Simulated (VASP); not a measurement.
Set up this calculation in VASP 6.6.1, as the native input.

| Item | Value |
| --- | --- |
| Task | single point |
| Functional | PBE |
| Potentials or basis | VASP PAW PBE potentials, release 64 (Ta_pv, F) |
| Cutoff | 520 eV |
| k mesh | 6 × 6 × 4 |
| Occupations | gaussian, width 0.1 eV |
| Spin | no spin polarisation |
| Dipole correction | no |
| Further INCAR settings | ALGO = Normal; EDIFF = 1e-06; NBANDS = 24 |

The structure of TaF3 lies in POSCAR:

```
TaF3
1.0
    3.4670653700      0.0000000000      0.0000000000
    0.0000000000      3.4670653700      0.0000000000
    0.0000000000      0.0000000000      4.8137097800
Ta F
1 3
Direct
    0.5000000000      0.5000000000      0.5000000000
    0.0000000000      0.0000000000      0.5000000000
    0.5000000000      0.5000000000      0.1866085600
    0.5000000000      0.5000000000      0.8133914400
```

The input as run:

INCAR

```
SYSTEM = TaF3
PREC = Accurate
ENCUT = 520
EDIFF = 1E-6
ISMEAR = 0
SIGMA = 0.1
LREAL = .FALSE.
LASPH = .TRUE.
NELM = 80
ALGO = Normal
ISIF = 2
LWAVE = .FALSE.
LCHARG = .TRUE.
GGA = PE
LELF = .TRUE.
LVHAR = .TRUE.
NBANDS = 24
```

KPOINTS

```
regular mesh
0
G
  6 6 4
  0 0 0
```

Potentials or basis: VASP PAW PBE potentials, release 64 (Ta_pv, F).

The run is started by

```sh
$ cat potpaw_PBE.64/Ta_pv/POTCAR potpaw_PBE.64/F/POTCAR > POTCAR
$ mpirun -np 1 vasp_std > vasp.out
```

It gave:

* Pressure: 108.9 GPa
* Largest force: 29.079 eV/Å
* Band gap on the k mesh: zero (band 16 reaches 4.53 eV, above the bottom of band 17 at 1.36 eV)

Caveat: spin-orbit coupling is left out, which moves the levels of the heavy elements; forces of over 1 eV/Å act on the atoms, so gaps and moduli don't describe the material at rest.

Wall time 20 s on 1 thread of Intel(R) Xeon(R) Platinum 8488C (Sapphire Rapids) (shared host), peak memory 0.19 GiB.
